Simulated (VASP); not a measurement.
The system is PtS2.

```
Pt S
1.0
     3.54320    0.00000    0.00000
    -1.77160    3.06850    0.00000
     0.00000    0.00000    5.03880
Pt S
1 2
Direct
  0.00000 0.00000 0.00000
  0.33333 0.66667 0.22700
  0.66667 0.33333 0.77300
```

| Property | Result |
| --- | --- |
| Program | VASP 6.6.1 |
| Task | relaxation of cell and atoms |
| Functional | PBE |
| Dispersion | D3(BJ) |
| Potentials or basis | VASP PAW PBE potentials, release 64 (Pt_sv_GW, S) |
| Cutoff | 570 eV |
| k mesh | 6 × 6 × 4 |
| Occupations | gaussian, width 0.1 eV |
| Spin | no spin polarisation |

At the start: pressure 7.0 GPa; volume 18.26 Å³/atom.

Task: Where does the relaxation end?

Result: Over 12 steps the energy falls by 45.1 meV/atom and the volume is 17.39 Å³/atom (-4.8 %); space group P-3m1 (No. 164, to 0.1 Å) before and after.

Step by step:
```tsv
step	energy change (eV)	largest force (eV/Å)	pressure (GPa)	volume (Å³)
1	0.0000	1.2628	6.99	54.78
2	0.1317	0.8581	-11.51	61.35
3	-0.0756	0.3540	-1.30	57.10
4	-0.0757	0.3783	-1.11	57.03
5	-0.0923	0.2575	-0.78	56.43
6	-0.1027	0.0526	-0.24	55.45
7	-0.1102	0.0503	-0.20	54.95
8	-0.1275	0.0469	0.13	53.45
9	-0.1282	0.0389	1.56	50.38
10	-0.1344	0.0719	0.82	51.98
11	-0.1102	0.3916	-4.49	53.15
12	-0.1352	0.0040	-0.08	52.16
```

Final structure:
```
Pt S
1.0
     3.57210    0.00000    0.00000
    -1.78605    3.09353    0.00000
     0.00000    0.00000    4.72042
Pt S
1 2
Cartesian
  0.0000 0.0000 0.0000
  0.0000 2.0624 1.2101
  1.7860 1.0312 3.5103
```
